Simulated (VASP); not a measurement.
**ZnH: single point with HSE06**

ZnH:

```
Zn H
1.0
     2.94802    0.00000    0.00000
     0.00000    2.94802    0.00000
     0.00000    0.00000    2.94802
Zn H
1 1
Direct
  0.50000 0.50000 0.50000
  0.00000 0.00000 0.00000
```

```json
{"Program": "VASP 6.6.1", "Task": "single point", "Functional": "HSE06", "Potentials or basis": "VASP PAW PBE potentials, release 64 (Zn, H)", "Cutoff": "520 eV", "k mesh": "5 × 5 × 5", "Occupations": "fermi-dirac, width 0.1 eV", "Spin": "no spin polarisation"}
```

The pressure is -10.2 GPa. The band gap on the k mesh is zero (an odd number of electrons rules out a gap without spin polarisation).

Levels at points of the mesh, in eV from the Fermi level:
| k point | band 4 | band 5 | band 6 | band 7 | band 8 | band 9 |
| --- | --- | --- | --- | --- | --- | --- |
| (0.00, 0.00, 0.00) | -8.89 | -8.89 | -8.89 | 5.25 | 9.62 | 9.62 |

Run time: 5.9 min on 1 thread of AMD EPYC 7R43 64-Core Processor (Zen 3), with other jobs on the host, peak memory 0.2 GiB.

Caveat: the k points lie up to 0.43 Å⁻¹ apart, too coarse for converged energies and pressures of a metal; the PAW data sets were made with another functional, which shifts forces and pressure a little.
